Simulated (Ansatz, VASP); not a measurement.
Two plane-wave programs on YAl7N8

The input INCAR:

```
SYSTEM = YAl7N8
ALGO = Normal
EDIFF = 1E-6
ENCUT = 520
GGA = PS
ISIF = 2
ISMEAR = 0
LASPH = .True.
LCHARG = .True.
LELF = .True.
LREAL = Auto
LVHAR = .True.
LWAVE = .False.
NBANDS = 50
NELM = 80
PREC = Accurate
SIGMA = 0.01
```

The input KPOINTS:

```
k-points
0
Gamma
  6 6 6
  0 0 0
```

POSCAR

```
YAl7N8
1.0
    3.1921404571     -0.0214751083      5.0848961774
    3.1921404571      0.0214751083     -5.0848961774
   -3.1921404571      5.5642344291     -0.0233967361
Y Al N
1 7 8
Direct
    0.1656454949      0.1760246554      0.3416701489
    0.1666257911      0.1780076795      0.8356524233
    0.6573574435      0.6706375982      0.3279950402
    0.6576447453      0.6690266337      0.8356524233
    0.0795401059      0.5848547883      0.1604684837
    0.5756136939      0.0809283763      0.1604684837
    0.0749116614      0.5971608644      0.6720725273
    0.5862558597      0.0823509132      0.6686067744
    0.3825321771      0.9528247235      0.3353568991
    0.8637764521      0.4676242504      0.3314007010
    0.3623981156      0.9770432370      0.8311556712
    0.8541124357      0.4687575571      0.8311556712
    0.2844316410      0.4008520308      0.1513308204
    0.2820757711      0.4157001161      0.6977758887
    0.7504787881      0.8668991779      0.1513308204
    0.7845998234      0.8833073983      0.6679072231
```

Input for Ansatz:

```yaml
crystal:
  lattice:
    - [3.1921404571, -0.0214751083, 5.0848961774]
    - [3.1921404571, 0.0214751083, -5.0848961774]
    - [-3.1921404571, 5.5642344291, -0.0233967361]
  atoms:
    - { symbol: "Y", position: [0.1656454949, 0.1760246554, 0.3416701489] }
    - { symbol: Al, position: [0.1666257911, 0.1780076795, 0.8356524233] }
    - { symbol: Al, position: [0.6573574435, 0.6706375982, 0.3279950402] }
    - { symbol: Al, position: [0.6576447453, 0.6690266337, 0.8356524233] }
    - { symbol: Al, position: [0.0795401059, 0.5848547883, 0.1604684837] }
    - { symbol: Al, position: [0.5756136939, 0.0809283763, 0.1604684837] }
    - { symbol: Al, position: [0.0749116614, 0.5971608644, 0.6720725273] }
    - { symbol: Al, position: [0.5862558597, 0.0823509132, 0.6686067744] }
    - { symbol: "N", position: [0.3825321771, 0.9528247235, 0.3353568991] }
    - { symbol: "N", position: [0.8637764521, 0.4676242504, 0.331400701] }
    - { symbol: "N", position: [0.3623981156, 0.977043237, 0.8311556712] }
    - { symbol: "N", position: [0.8541124357, 0.4687575571, 0.8311556712] }
    - { symbol: "N", position: [0.284431641, 0.4008520308, 0.1513308204] }
    - { symbol: "N", position: [0.2820757711, 0.4157001161, 0.6977758887] }
    - { symbol: "N", position: [0.7504787881, 0.8668991779, 0.1513308204] }
    - { symbol: "N", position: [0.7845998234, 0.8833073983, 0.6679072231] }
basis:
  ecutwfc: 420
  xc_grid: 2
kpoints:
  mp_grid: { grid: [6, 6, 6] }
hamiltonian:
  xc: pbesol
  pseudopotentials: { kind: paw, azcp: { folder: soft_1 } }
scf:
  occupations: { method: fixed }
output:
  forces: true
  stress: true
  eigenvalues: true
  polarization: {}
```

Change from the starting cell: polar distortion scaled by 0.85.

Alike in both runs: task single point; functional PBEsol; k mesh 6 × 6 × 6; no spin polarisation.

|  | VASP | Ansatz |
| --- | --- | --- |
| version | VASP 6.6.1 | Ansatz 0.2.0 |
| potentials or method | VASP PAW PBE potentials, release 64 (Y_sv, Al, N), cutoff 520 eV | scalar-relativistic, plane waves, PAW |
| occupations | gaussian, width 0.01 eV | fixed |
| valence electrons in the cell | 72 | 72 |

Ansatz gave:

| Property | Result |
| --- | --- |
| gap on the k mesh at the Fermi level (eV) | 3.08 |
| least direct gap on the mesh (eV) | 3.28 |
| pressure (GPa) | 0.6 |
| traceless stress, the component that is largest in VASP (GPa) | -6.44 |
| rms of the force components (eV/Å) | 0.524 |

Q: What did VASP give for the same quantities?

A: gap on the k mesh at the Fermi level (eV): 3.09; least direct gap on the mesh (eV): 3.29; pressure (GPa): 0.6; traceless stress, the component that is largest in VASP (GPa): -6.51; rms of the force components (eV/Å): 0.526.

VASP's potentials were made for PBE, not for PBEsol, and Ansatz warns of the same on its side. Atom by atom the forces differ by 0.007 eV/Å (rms over components).
